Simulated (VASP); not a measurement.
Write the native input for VASP 6.6.1 that does the following.

| Quantity | Value |
| --- | --- |
| Task | single point |
| Functional | PBE |
| Potentials or basis | VASP PAW PBE potentials, release 64 (Si, N) |
| Cutoff | 520 eV |
| k mesh | 2 × 2 × 2, shifted |
| Occupations | gaussian, width 0.01 eV |
| Spin | no spin polarisation |
| Dipole correction | no |
| Further INCAR settings | LREAL = Auto; ALGO = Normal; EDIFF = 1e-07; NBANDS = 84; ISYM = 0 |

The structure of Si3N4 lies in POSCAR:

```
Si3N4
1.0
    7.6633883346      0.0000000000      0.0000000000
   -3.8316941673      6.6366889768      0.0000000000
    0.0000000000      0.0000000000      5.8522779955
Si N
12 16
Direct
    0.2310993364      0.8249884716      0.3750000000
    0.4061108648      0.2310993364      0.1250000000
    0.8249884716      0.5938891352      0.1250000000
    0.1750115284      0.4061108648      0.3750000000
    0.5938891352      0.7689006636      0.3750000000
    0.7689006636      0.1750115284      0.1250000000
    0.2310993364      0.8249884716      0.8750000000
    0.4061108648      0.2310993364      0.6250000000
    0.8249884716      0.5938891352      0.6250000000
    0.1750115284      0.4061108648      0.8750000000
    0.5938891352      0.7689006636      0.8750000000
    0.7689006636      0.1750115284      0.6250000000
    0.3333333333      0.6666666667      0.3750000000
    0.6666666667      0.3333333333      0.1250000000
    0.9691753813      0.6699950340      0.3750000000
    0.2991803472      0.9691753813      0.1250000000
    0.6699950340      0.7008196528      0.1250000000
    0.3300049660      0.2991803472      0.3750000000
    0.0308246187      0.3300049660      0.1250000000
    0.7008196528      0.0308246187      0.3750000000
    0.3333333333      0.6666666667      0.8750000000
    0.6666666667      0.3333333333      0.6250000000
    0.9691753813      0.6699950340      0.8750000000
    0.2991803472      0.9691753813      0.6250000000
    0.6699950340      0.7008196528      0.6250000000
    0.3300049660      0.2991803472      0.8750000000
    0.0308246187      0.3300049660      0.6250000000
    0.7008196528      0.0308246187      0.8750000000
```

These files were run (other wordings do the same):

INCAR

```
ALGO     = Normal         # electronic algorithm
EDIFF    = 1E-7           # SCF threshold, eV
ENCUT    = 520            # plane-wave cutoff, eV
GGA      = PE             # functional
ISIF     = 2              # what is computed and relaxed
ISMEAR   = 0              # smearing method
ISYM     = 0            
LASPH    = True           # aspherical terms in the spheres
LCHARG   = False          # write CHGCAR
LREAL    = Auto         
LWAVE    = False          # write WAVECAR
NBANDS   = 84             # bands
NELM     = 100            # most SCF steps
PREC     = Accurate       # precision mode
SIGMA    = 0.01           # smearing width, eV
```

KPOINTS

```
Automatic mesh
0
Gamma
  2 2 2
  0.5 0.5 0.5
```

Potentials or basis: VASP PAW PBE potentials, release 64 (Si, N).

The run is started by

```sh
$ cat potpaw_PBE.64/Si/POTCAR potpaw_PBE.64/N/POTCAR > POTCAR
$ mpirun -np 1 vasp_std > vasp.out
```

Results of the run:

- Pressure: -0.2 GPa
- Largest force: 0.023 eV/Å
- Band gap on the k mesh: 4.95 eV

Caveat: a shifted mesh leaves out Γ, where band edges can lie.

Wall time 6.1 min on 1 thread of Intel(R) Xeon(R) 6975P-C (Granite Rapids), with other jobs on the host, peak memory 0.51 GiB.
